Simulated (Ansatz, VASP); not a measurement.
Two plane-wave programs on MgO

File INCAR:

```
PREC     = Accurate       # precision mode
ENCUT    = 520            # plane-wave cutoff, eV
EDIFF    = 1E-7           # SCF threshold, eV
ISMEAR   = 0              # smearing method
SIGMA    = 0.05           # smearing width, eV
LREAL    = F              # projectors in reciprocal space
LASPH    = T              # aspherical terms in the spheres
NELM     = 100            # most SCF steps
ALGO     = Normal         # electronic algorithm
ISIF     = 2              # what is computed and relaxed
LWAVE    = F              # write WAVECAR
LCHARG   = F              # write CHGCAR
GGA      = PS             # functional
NBANDS   = 26             # bands
```

File KPOINTS:

```
Automatic mesh
0
Gamma
  9 9 4
```

Contents of POSCAR:

```
MgO
1.0
    3.2553371795      0.0000000000      0.0000000000
   -1.6276685897      2.8192046953      0.0000000000
    0.0000000000      0.0000000000     10.4149514991
Mg O
4 4
Direct
    0.3333333333      0.6666666667      0.9695963559
    0.0000000000      0.0000000000      0.2209473890
    0.0000000000      0.0000000000      0.7209473890
    0.6666666667      0.3333333333      0.4695963559
    0.3333333333      0.6666666667      0.7799156657
   -0.1198032580      0.0000000000      0.5545028799
    0.0000000000      0.0000000000      0.0295387694
    0.6666666667      0.3333333333      0.2799156657
```

Input for Ansatz:

```yaml
crystal:
  lattice:
    - [3.2553371795, 0.0, 0.0]
    - [-1.6276685897, 2.8192046953, 0.0]
    - [0.0, 0.0, 10.4149514991]
  atoms:
    - { symbol: Mg, position: [0.3333333333, 0.6666666667, 0.9695963559] }
    - { symbol: Mg, position: [0.0, 0.0, 0.220947389] }
    - { symbol: Mg, position: [0.0, 0.0, 0.720947389] }
    - { symbol: Mg, position: [0.6666666667, 0.3333333333, 0.4695963559] }
    - { symbol: O, position: [0.3333333333, 0.6666666667, 0.7799156657] }
    - { symbol: O, position: [-0.119803258, 0.0, 0.5545028799] }
    - { symbol: O, position: [0.0, 0.0, 0.0295387694] }
    - { symbol: O, position: [0.6666666667, 0.3333333333, 0.2799156657] }
basis:
  ecutwfc: 420
kpoints:
  mp_grid: { grid: [9, 9, 4] }
hamiltonian:
  xc: pbesol
  pseudopotentials: { kind: paw, azcp: { folder: soft_1 } }
scf:
  occupations: { method: gaussian, width: 0.05 }
output:
  forces: true
  stress: true
  eigenvalues: true
```

Alike in both runs: task single point; functional PBEsol; k mesh 9 × 9 × 4; occupations gaussian, width 0.05 eV; no spin polarisation.

|  | VASP | Ansatz |
| --- | --- | --- |
| version | VASP 6.6.1 | Ansatz 0.2.0 |
| potentials or method | VASP PAW PBE potentials, release 64 (Mg, O), cutoff 520 eV | scalar-relativistic, plane waves, PAW |
| valence electrons in the cell | 32 | 64 |

|  | VASP | Ansatz | Ansatz less VASP |
| --- | --- | --- | --- |
| gap on the k mesh at the Fermi level (eV) | 2.48 | 2.50 | +0.018 |
| least direct gap on the mesh (eV) | 2.48 | 2.50 | +0.018 |
| pressure (GPa) | 3.2 | 3.3 | +0.15 |
| traceless stress, the component that is largest in VASP (GPa) | 4.40 | 4.26 | -0.135 |
| rms of the force components (eV/Å) | 1.193 | 1.170 | -0.0227 |

VASP's potentials were made for PBE, not for PBEsol, and Ansatz warns of the same on its side. Atom by atom the forces differ by 0.024 eV/Å (rms over components). With one functional, cell and mesh, what is left measures potentials, basis and numerics. VASP's potentials hold 32 valence electrons a cell and Ansatz's 64, so a difference there can come from the potentials and not from the codes.
